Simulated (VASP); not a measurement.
# O2H2 in VASP: single point with PBE+D3(BJ)

Aim: the single point of O2H2 with PBE+D3(BJ).

All numbers are computed with VASP 6.6.1; they aren't measurements. Logs are shortened: lines on timing, memory, paths and dates and some standing lists are left out, and cuts for length are marked.

## 1. The cell of the first run

The cell holds a molecule in a box, 4 atoms: a = 9.296 Å, b = 9.296 Å, c = 24.426 Å, α = 90.00°, β = 90.00°, γ = 120.00°.

## 2. Single point, PBE+D3(BJ)

INCAR

```
SYSTEM = HO
ALGO = Normal
DIPOL = 0.5 0.5 0.605
EDIFF = 1E-6
ENCUT = 520
GGA = PE
IDIPOL = 3
ISIF = 2
ISMEAR = 0
IVDW = 12
LASPH = .TRUE.
LCHARG = .FALSE.
LDIPOL = .TRUE.
LREAL = .FALSE.
LWAVE = .FALSE.
NBANDS = 15
NELM = 80
PREC = Accurate
SIGMA = 0.1
```

KPOINTS

```
k-points
0
G
  3 3 1
  0 0 0
```

POSCAR

```
HO
1.0
    9.2964173513      0.0000000000      0.0000000000
   -4.6482086756      8.0509335904      0.0000000000
    0.0000000000      0.0000000000     24.4255581139
O H
2 2
Direct
    0.8035551961      0.6165346949      0.5958264122
    0.6886378121      0.6751954970      0.6115331008
    0.7921298379      0.5466092110      0.6273088747
    0.5947173655      0.6073457407      0.5864959813
```

Potentials or basis: VASP PAW PBE potentials, release 64 (O, H).

On the command line:

```
cat potpaw_PBE.64/O/POTCAR potpaw_PBE.64/H/POTCAR > POTCAR
mpirun -np 1 vasp_std > vasp.out
```

OUTCAR:

```text
SYSTEM = HO
   EDIFF = 1E-6
   ENCUT = 520
   GGA = PE
   ISIF = 2
   ISMEAR = 0
   IVDW = 12
   LASPH = .TRUE.
   LREAL = .FALSE.
   NELM = 80
   PREC = Accurate
 IVDW          = 12

 ion  position               nearest neighbor table
   1  0.804  0.617  0.596-   3 0.98   2 1.47
   2  0.689  0.675  0.612-   4 0.99   1 1.47
   3  0.792  0.547  0.627-   1 0.98
   4  0.595  0.607  0.586-   2 0.99

  LATTYP: Found a hexagonal cell.
 ALAT       =     9.2964173513
 C/A-ratio  =     2.6274162606

  Lattice vectors:

 A1 = (   9.2964173513,   0.0000000000,   0.0000000000)
 A2 = (  -4.6482086756,   8.0509335904,   0.0000000000)
 A3 = (   0.0000000000,   0.0000000000,  24.4255581139)

Analysis of symmetry for initial positions (statically):
=====================================================================
 Subroutine PRICEL returns:
 Original cell was already a primitive cell.

 Routine SETGRP: Setting up the symmetry group for a
 hexagonal supercell.

 Subroutine GETGRP returns: Found  1 space group operations
 (whereof  1 operations were pure point group operations)
 out of a pool of 24 trial point group operations.

The static configuration has the point symmetry C_1 .

Analysis of symmetry for dynamics (positions and initial velocities):
=====================================================================
 Subroutine PRICEL returns:
 Original cell was already a primitive cell.

 Routine SETGRP: Setting up the symmetry group for a
 hexagonal supercell.

 Subroutine GETGRP returns: Found  1 space group operations
 (whereof  1 operations were pure point group operations)
 out of a pool of 24 trial point group operations.

The dynamic configuration has the point symmetry C_1 .

 Subroutine INISYM returns: Found  1 space group operations
 (whereof  1 operations are pure point group operations),
 and found     1 'primitive' translations

----------------------------------------------------------------------------------------

                                     Primitive cell

  volume of cell :    1828.1270

  direct lattice vectors                    reciprocal lattice vectors
     9.296417351  0.000000000  0.000000000     0.107568320  0.062104599  0.000000000
    -4.648208676  8.050933590  0.000000000     0.000000000  0.124209197  0.000000000
     0.000000000  0.000000000 24.425558114     0.000000000  0.000000000  0.040940723

  length of vectors
     9.296417351  9.296417351 24.425558114     0.124209197  0.124209197  0.040940723

  position of ions in fractional coordinates (direct lattice)
     0.803555196  0.616534695  0.595826412
     0.688637812  0.675195497  0.611533101
     0.792129838  0.546609211  0.627308875
     0.594717366  0.607345741  0.586495981

  ion indices of the primitive-cell ions
   primitive index   ion index
                 1           1
                 2           2
                 3           3
                 4           4

----------------------------------------------------------------------------------------

 KPOINTS: k-points

Automatic generation of k-mesh.
 Grid dimensions read from file:
 generate k-points for:    3    3    1

 Generating k-lattice:

  Cartesian coordinates                     Fractional coordinates (reciprocal lattice)
     0.035856107  0.020701533  0.000000000     0.333333333  0.000000000  0.000000000
     0.000000000  0.041403066  0.000000000     0.000000000  0.333333333  0.000000000
     0.000000000  0.000000000  0.040940723     0.000000000  0.000000000  1.000000000

  Length of vectors
     0.041403066  0.041403066  0.040940723

  Shift w.r.t. Gamma in fractional coordinates (k-lattice)
     0.000000000  0.000000000  0.000000000

 Subroutine IBZKPT returns following result:
 ===========================================

 Found      5 irreducible k-points:

 Following reciprocal coordinates:
            Coordinates               Weight
  0.000000  0.000000  0.000000      1.000000
  0.333333  0.000000  0.000000      2.000000
  0.000000  0.333333  0.000000      2.000000
 -0.333333  0.333333  0.000000      2.000000
  0.333333  0.333333  0.000000      2.000000
   k-points           NKPTS =      5   k-points in BZ     NKDIM =      5   number of bands    NBANDS=     15
   number of dos      NEDOS =    301   number of ions     NIONS =      4
   total plane-waves  NPLWV = 940800
   dimension x,y,z NGX =    70 NGY =   70 NGZ =  192
   dimension x,y,z NGXF=   140 NGYF=  140 NGZF=  384
   ions per type =               2   2
   NGX,Y,Z   is equivalent  to a cutoff of  12.52, 12.52, 13.07 a.u.
   NGXF,Y,Z  is equivalent  to a cutoff of  25.04, 25.04, 26.14 a.u.
 SYSTEM =  HO
   PREC   = accura    normal or accurate (medium, high low for compatibility)
   ISTART =      0    job   : 0-new  1-cont  2-samecut
   ICHARG =      2    charge: 1-file 2-atom 10-const
   ISPIN  =      1    spin polarized calculation?
   LNONCOLLINEAR =      F non collinear calculations
   LSORBIT =      F    spin-orbit coupling
   LASPH  =      T    aspherical Exc in radial PAW
   ENCUT  =  520.0 eV  38.22 Ry    6.18 a.u.  17.29 17.29 45.42*2*pi/ulx,y,z
   NELM   =     80;   NELMIN=  2; NELMDL= -5     # of ELM steps
   EDIFF  = 0.1E-05   stopping-criterion for ELM
   LREAL  =      F    real-space projection
   EDIFFG = 0.1E-04   stopping-criterion for IOM
   NSW    =      0    number of steps for IOM
   IBRION =     -1    ionic relax: 0-MD 1-quasi-New 2-CG
   NFREE  =      0    steps in history (QN), initial steepest desc. (CG)
   ISIF   =      2    stress and relaxation
   ISYM   =      2    0-nonsym 1-usesym 2-fastsym
   POTIM  = 0.5000    time-step for ionic-motion
   TEBEG  =    0.0;   TEEND  =   0.0 temperature during run
   PSTRESS=    0.0 pullay stress
   NELECT =      14.0000    total number of electrons
   NUPDOWN=      -1.0000    fix difference up-down
   EMIN   =  10.00;   EMAX   =-10.00  energy-range for DOS
   EFERMI =   0.00;   METHOD = LEGACY
   ISMEAR =     0;   SIGMA  =   0.10  broadening in eV -4-tet -1-fermi 0-gaus
   EFERMI_NEDOS =   21; number of points for ismear=-14 and -15
   IALGO  =     38    algorithm
   IMIX   =      4    mixing-type and parameters
     AMIX     =   0.40;   BMIX     =  1.00
     AMIX_MAG =   1.60;   BMIX_MAG =  1.00
  volume/ion in A,a.u.               =     457.03      3084.20
  Fermi-wavevector in a.u.,A,eV,Ry     =   0.322687  0.609791  1.416736  0.104127
  Thomas-Fermi vector in A             =   1.211281
   LORBIT       =      0    0 simple, 1 ext, 2 COOP (PROOUT), +10 PAW based schemes
   GGA     = PE    functional components
   LHFCALC =     F    Hartree Fock is set to
   AEXX    =    0.0000 exact exchange contribution
   IVDW    =    12    specifies the selected vdW correction
   LEPSILON=     F    determine dielectric tensor
   LRPA    =     F    only Hartree local field effects (RPA)
 non-spin polarized calculation
 Gauss-broadening in eV      SIGMA  =   0.10
  energy-cutoff  :      520.00
  volume of cell :     1828.13
 maximum number of plane-waves:     49231
 NGX is ok and might be reduce to    70
   NGX = 35   NGY = 35   NGZ = 91

 number of electron      14.0000004 magnetization

 dipolmoment           0.000000      0.000000     -0.053350 electrons x Angstroem

 Free energy of the ion-electron system (eV)
  ---------------------------------------------------
  ext. energy  EPLUGINS =         0.00000000
  ---------------------------------------------------
  free energy    TOTEN  =       -18.18001208 eV

  energy without entropy =      -18.18001208  energy(sigma->0) =      -18.18001208

 E-fermi :  -6.0896     XC(G=0):  -0.4013

 val. band max:       -6.5904203529   @ k =  -0.3333   0.3333   0.0000
 cond. band min:      -1.6737165764   @ k =  -0.3333   0.3333   0.0000
 fundamental gap:      4.9167037765
 Fermi energy:        -6.0896008000

 k-point     1 :       0.0000    0.0000    0.0000
  band No.  band energies     occupation
      1     -27.9357      2.00000
      2     -22.4590      2.00000
      3     -13.3077      2.00000
      4     -11.7611      2.00000
      5     -10.2566      2.00000
      6      -7.2872      2.00000
      7      -6.5906      2.00000
      8      -1.6324      0.00000
      9      -0.9669      0.00000
     10       0.0653      0.00000
     11       0.1628      0.00000
     12       0.6089      0.00000
     13       0.7596      0.00000
     14       1.1340      0.00000
     15       1.2095      0.00000

 k-point     2 :       0.3333    0.0000    0.0000
  band No.  band energies     occupation
      1     -27.9358      2.00000
      2     -22.4590      2.00000
      3     -13.3077      2.00000
      4     -11.7611      2.00000
      5     -10.2566      2.00000
      6      -7.2872      2.00000
      7      -6.5906      2.00000
      8      -1.6606      0.00000
      9      -0.8168      0.00000
     10       0.1731      0.00000
     11       0.3945      0.00000
     12       0.5306      0.00000
     13       0.8546      0.00000
     14       1.0651      0.00000
     15       1.1825      0.00000

 k-point     3 :       0.0000    0.3333    0.0000
  band No.  band energies     occupation
      1     -27.9357      2.00000
      2     -22.4590      2.00000
      3     -13.3077      2.00000
      4     -11.7611      2.00000
      5     -10.2566      2.00000
      6      -7.2872      2.00000
      7      -6.5905      2.00000
      8      -1.6420      0.00000
      9      -0.8392      0.00000
     10       0.2437      0.00000
     11       0.3763      0.00000
     12       0.5484      0.00000
     13       0.7154      0.00000
     14       1.0884      0.00000
     15       1.1985      0.00000

 k-point     4 :      -0.3333    0.3333    0.0000
  band No.  band energies     occupation
      1     -27.9357      2.00000
      2     -22.4590      2.00000
      3     -13.3077      2.00000
      4     -11.7611      2.00000
      5     -10.2566      2.00000
      6      -7.2872      2.00000
      7      -6.5904      2.00000
      8      -1.6737      0.00000
      9      -0.8062      0.00000
     10       0.1631      0.00000
     11       0.3961      0.00000
     12       0.5376      0.00000
     13       0.9142      0.00000
     14       1.0688      0.00000
     15       1.1791      0.00000

 k-point     5 :       0.3333    0.3333    0.0000
  band No.  band energies     occupation
      1     -27.9357      2.00000
      2     -22.4590      2.00000
      3     -13.3077      2.00000
      4     -11.7611      2.00000
      5     -10.2566      2.00000
      6      -7.2872      2.00000
      7      -6.5904      2.00000
      8      -1.6706      0.00000
      9      -0.7298      0.00000
     10       0.2144      0.00000
     11       0.5325      0.00000
     12       0.7640      0.00000
     13       0.9110      0.00000
     14       0.9447      0.00000
     15       0.9528      0.00000

------------------------ aborting loop because EDIFF is reached ----------------------------------------

 vacuum level on the upper side and lower side of the slab       (xc-potential included)        -0.073         0.053

 Edisp (eV)   -0.02285

 E8    (eV) :    -0.0058

  FORCE on cell =-STRESS in cart. coord.  units (eV):
  Direction    XX          YY          ZZ          XY          YZ          ZX
  --------------------------------------------------------------------------------------
  -------------------------------------------------------------------------------------
  Total      -0.37613    -0.30811    -0.23712    -0.12432    -0.22660    -0.17151
  in kB      -0.32964    -0.27002    -0.20781    -0.10896    -0.19860    -0.15031
  external pressure =       -0.27 kB  Pullay stress =        0.00 kB

 VOLUME and BASIS-vectors are now :
 -----------------------------------------------------------------------------
  energy-cutoff  :      520.00
  volume of cell :     1828.13
      direct lattice vectors                 reciprocal lattice vectors
     9.296417351  0.000000000  0.000000000     0.107568320  0.062104599  0.000000000
    -4.648208676  8.050933590  0.000000000     0.000000000  0.124209197  0.000000000
     0.000000000  0.000000000 24.425558114     0.000000000  0.000000000  0.040940723

 POSITION                                       TOTAL-FORCE (eV/Angst)
 -----------------------------------------------------------------------------------
      4.60440      4.96368     14.55339        -0.059453      0.052316     -0.068192
      3.26341      5.43595     14.93704        -0.234304     -0.377329     -0.330641
      4.82322      4.40071     15.32237        -0.018051     -0.006469      0.067422
      2.70567      4.88970     14.32549         0.311807      0.331482      0.331411
 -----------------------------------------------------------------------------------
    total drift:                               -0.000072      0.000079      0.000928

  FREE ENERGIE OF THE ION-ELECTRON SYSTEM (eV)
  ---------------------------------------------------
  free  energy   TOTEN  =       -18.2028622135 eV

  energy  without entropy=      -18.2028622135  energy(sigma->0) =      -18.20286221

 vacuum level on the upper side and lower side of the slab         0.013         0.143
```

Run time: 11 min. Hardware: 1 thread of Intel Xeon 8259CL, shared host; peak memory 1.5 GiB.

Results:

```
Free energy                     : -18.2029 eV
Largest force                   : 0.563 eV/Å
Gap between the frontier levels : 4.92 eV
Dispersion energy per atom      : -0.006 eV
```

Forces on the atoms (eV/Å):
```
O   -0.059  0.052 -0.068
O   -0.234 -0.377 -0.331
H   -0.018 -0.006  0.067
H    0.312  0.331  0.331
```
